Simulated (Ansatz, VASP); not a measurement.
# Two plane-wave programs on Sn3As

```xyz
4
Lattice="5.4257 0.0000 0.0000 -2.7129 4.6988 0.0000 0.0000 0.0000 5.3482" Properties=species:S:1:pos:R:3 pbc="T T T"
Sn    0.0000    3.1325    0.0000
Sn    2.7129    1.5663    0.0000
Sn    0.0000    0.0000    2.6741
As    0.0000    0.0000    0.0000
```

Alike in both runs: functional PBE; k mesh 12 × 12 × 10; occupations gaussian, width 0.1 eV; no spin polarisation.

Ansatz relaxed the structure, and its values are those at the end. VASP's run is a single point on that final structure, the one shown.

|  | VASP | Ansatz |
| --- | --- | --- |
| version | VASP 6.6.1 | Ansatz 0.2.0 |
| potentials or method | VASP PAW PBE potentials, release 64 (Sn_d, As), cutoff 520 eV | scalar-relativistic, plane waves, PAW |
| valence electrons in the cell | 47 | 57 |

|  | VASP | Ansatz | Ansatz less VASP |
| --- | --- | --- | --- |
| gap on the k mesh at the Fermi level (eV) | none | none | - |
| pressure (GPa) | 0.0 | 0.0 | +0.01 |

A gap of «none» marks a metal or a gap that the smearing closes. The functional is the same, so the differences come from potentials, cutoffs and numerics. VASP's potentials hold 47 valence electrons a cell and Ansatz's 57, so a difference there can come from the potentials and not from the codes.
